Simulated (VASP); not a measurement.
Input of a VASP 6.6.1 run:

The input INCAR:

```
  PREC = Accurate
  ENCUT = 520
  EDIFF = 1E-6
  ISMEAR = 0
  SIGMA = 0.1
  LREAL = F
  LASPH = T
  NELM = 100
  ALGO = Normal
  ISIF = 2
  LWAVE = F
  LCHARG = F
  GGA = PE
  NBANDS = 24
```

The input KPOINTS:

```
Automatic mesh
0
Gamma
  4 4 4
```

Contents of POSCAR:

```
Si2Br
1.0
    5.5559315345      0.0000000000      0.0000000000
    0.0000000000      5.5559315345      0.0000000000
    0.0000000000      0.0000000000      5.5690151025
Si Br
4 2
Direct
    0.5000000000      0.0000000000      0.7337020341
    0.0000000000      0.5000000000      0.7662979659
    0.0000000000      0.5000000000      0.2337020341
    0.5000000000      0.0000000000      0.2662979659
    0.5000000000      0.5000000000      0.7500000000
    0.5000000000      0.5000000000      0.2500000000
```

Potentials or basis: VASP PAW PBE potentials, release 64 (Si, Br).

Run with:

```console
$ cat potpaw_PBE.64/Si/POTCAR potpaw_PBE.64/Br/POTCAR > POTCAR
$ mpirun -np 1 vasp_std > vasp.out
```

Task: Predict the pressure.

Result: 0.0 GPa.

Task: Estimate the band gap on the k mesh.

Result: Zero (bands 15 and 16 overlap by 1.66 eV).

Forces in eV/Å, atoms in the order of the input:
```
Si   0.000  0.000  0.002
Si   0.000  0.000 -0.002
Si   0.000  0.000  0.002
Si   0.000  0.000 -0.002
Br   0.000  0.000  0.000
Br   0.000  0.000  0.000
```
